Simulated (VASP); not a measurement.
Set up this calculation in VASP 6.6.1, as the native input.

```yaml
Task: single point
Functional: PBE
Potentials_or_basis: VASP PAW PBE potentials, release 64 (Cs_sv)
Cutoff: 520 eV
k_mesh: 12 × 12 × 12
Occupations: gaussian, width 0.15 eV
Spin: no spin polarisation
Dipole_correction: no
Further_INCAR_settings: ALGO = Fast; EDIFF = 1e-06; NBANDS = 10
```

The structure of Cs lies in POSCAR:

```
Cs
1.0
   -2.9279843278      2.9279843278      3.2207827606
    2.9279843278     -2.9279843278      3.2207827606
    2.9279843278      2.9279843278     -3.2207827606
Cs
1
Direct
    0.0000000000      0.0000000000      0.0000000000
```

This cell differs from its parent crystal: ratio of the length along z to the lengths across it x 1.1, volume and fractional coordinates fixed.

The input as run:

INCAR

```
SYSTEM = Cs
PREC = Accurate
ENCUT = 520
EDIFF = 1E-6
ISMEAR = 0
SIGMA = 0.15
LREAL = .False.
LASPH = .True.
NELM = 60
ALGO = Fast
ISIF = 2
LWAVE = .False.
LCHARG = .False.
GGA = PE
NBANDS = 10
```

KPOINTS

```
regular mesh
0
Gamma
  12 12 12
  0 0 0
```

Potentials or basis: VASP PAW PBE potentials, release 64 (Cs_sv).

The run is started by

```bash
$ cat potpaw_PBE.64/Cs_sv/POTCAR > POTCAR
$ mpirun -np 1 vasp_std > vasp.out
```

It gave:

```json
{
  "Pressure": "0.1 GPa"
}
```

Run time: 73 s on 1 thread of AMD EPYC 9R45 96-Core Processor (Zen 5), on a shared host, peak memory 0.32 GiB.
